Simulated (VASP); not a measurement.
Zn: relaxation of cell and atoms with PBE

The system is Zn.

```xyz
1
Lattice="1.5650 1.5650 1.5650 -1.5650 1.5650 1.5650 -1.5650 -1.5650 1.5650" Properties=species:S:1:pos:R:3 pbc="T T T"
Zn    0.0000    0.0000    0.0000
```

| Quantity | Value |
| --- | --- |
| Program | VASP 6.6.1 |
| Task | relaxation of cell and atoms |
| Functional | PBE |
| Potentials or basis | VASP PAW PBE potentials, release 64 (Zn) |
| Cutoff | 600 eV |
| k mesh | 18 × 18 × 18 |
| Occupations | methfessel-paxton, width 0.1 eV |
| Spin | no spin polarisation |
| Target pressure | 20 GPa |
| Dipole correction | no |
| Further INCAR settings | ALGO = Normal; EDIFF = 1e-06; IBRION = 2; EDIFFG = -0.03; NSW = 80; ISIF = 3 |

| Item | Value |
| --- | --- |
| Relaxed volume | 12.80 Å³/atom |
| Relaxed cell | a = 2.553 Å, b = 2.553 Å, c = 2.553 Å, α = 70.53°, β = 109.47°, γ = 70.53° |
| Space group after relaxing (to 0.05 Å) | Im-3m (No. 229) |
| Energy change on relaxing (the enthalpy is what falls) | +134.2 meV/atom |
| Ionic steps | 3 |
| Pressure after relaxing | 19.7 GPa |
| Band gap on the k mesh | zero (band 6 reaches 9.10 eV, above the bottom of band 7 at 3.96 eV) |

Step by step:
```
step  energy change (eV)  largest force (eV/Å)  pressure (GPa)  volume (Å³)
   1              0.0000                0.0000            0.39        15.33
   2              0.3632                0.0000           39.99        11.53
   3              0.1342                0.0000           19.70        12.80
```

Final structure:
```xyz
1
Lattice="1.4737 1.4737 1.4737 -1.4737 1.4737 1.4737 -1.4737 -1.4737 1.4737" Properties=species:S:1:pos:R:3 pbc="T T T"
Zn    0.0000    0.0000    0.0000
```

Levels at points of the mesh, in eV from the Fermi level:
| k point | band 3 | band 4 | band 5 | band 6 | band 7 | band 8 | band 9 | band 10 |
| --- | --- | --- | --- | --- | --- | --- | --- | --- |
| (0.00, 0.00, 0.00) | -8.53 | -8.53 | -7.84 | -7.84 | 22.18 | 22.18 | 22.18 | 22.24 |
| (0.50, 0.00, 0.00) | -7.87 | -7.79 | -7.37 | -3.63 | -0.77 | 12.79 | 13.83 | 16.78 |
| (0.50, 0.50, 0.50) | -7.48 | -7.48 | -7.48 | 4.37 | 4.37 | 4.37 | 9.15 | 9.72 |

Wall time 2.5 min on 1 thread of AMD EPYC 7R13, on a shared host, peak memory 0.15 GiB.

Caveat: the cell is relaxed towards a set pressure, so the enthalpy falls and the energy may rise; the volume moved by over 15 % at a fixed basis, so the end points are rough.
